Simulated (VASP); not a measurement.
Wanted: the native input for a VASP 6.6.1 run.

```
Task                   : single point
Functional             : PBE
Potentials or basis    : VASP PAW PBE potentials, release 64 (Al, Ga_d, O)
Cutoff                 : 600 eV
k mesh                 : 4 × 4 × 4
Occupations            : gaussian, width 0.1 eV
Spin                   : no spin polarisation
Dipole correction      : no
Further INCAR settings : ALGO = Normal; EDIFF = 1e-06; NBANDS = 40
```

The structure of Al3GaO6 lies in POSCAR:

```
Al3GaO6
1.0
   -2.4354135764      4.2184542441      0.0000879366
   -4.8707810240      0.0000185891     -0.0001046964
   -2.4353133166      1.4062983736      4.4145852735
Al Ga O
3 1 6
Direct
    0.8519905776      0.8519981816      0.4440059618
    0.6464838020      0.6464620925      0.0605922536
    0.1510741584      0.1510494215      0.5468184557
    0.3585614060      0.3585904826      0.9242806819
    0.0418424237      0.7657365901      0.7495193503
    0.7657348223      0.4429032494      0.7495082949
    0.4428960251      0.0418516062      0.7495171160
    0.9336450636      0.2513247131      0.2585823135
    0.2513378499      0.5564386474      0.2585819941
    0.5564338711      0.9336450157      0.2585935780
```

These files were run (other wordings do the same):

INCAR

```
  PREC = Accurate
  ENCUT = 600
  EDIFF = 1E-6
  ISMEAR = 0
  SIGMA = 0.1
  LREAL = False
  LASPH = True
  NELM = 120
  ALGO = Normal
  ISIF = 2
  LWAVE = False
  LCHARG = True
  GGA = PE
  LELF = True
  LVHAR = True
  NBANDS = 40
  GGA_COMPAT = False
```

KPOINTS

```
Automatic mesh
0
Gamma
  4 4 4
```

Potentials or basis: VASP PAW PBE potentials, release 64 (Al, Ga_d, O).

The run is started by

```console
$ cat potpaw_PBE.64/Al/POTCAR potpaw_PBE.64/Ga_d/POTCAR potpaw_PBE.64/O/POTCAR > POTCAR
$ mpirun -np 1 vasp_std > vasp.out
```

Results of the run:

The pressure is -0.2 GPa and the largest force is 0.047 eV/Å. The band gap on the k mesh is 4.62 eV, indirect (least direct gap 4.63 eV).

Run time: 91 s on 1 thread of Intel(R) Xeon(R) 6975P-C (Granite Rapids), on a shared host, peak memory 0.32 GiB.
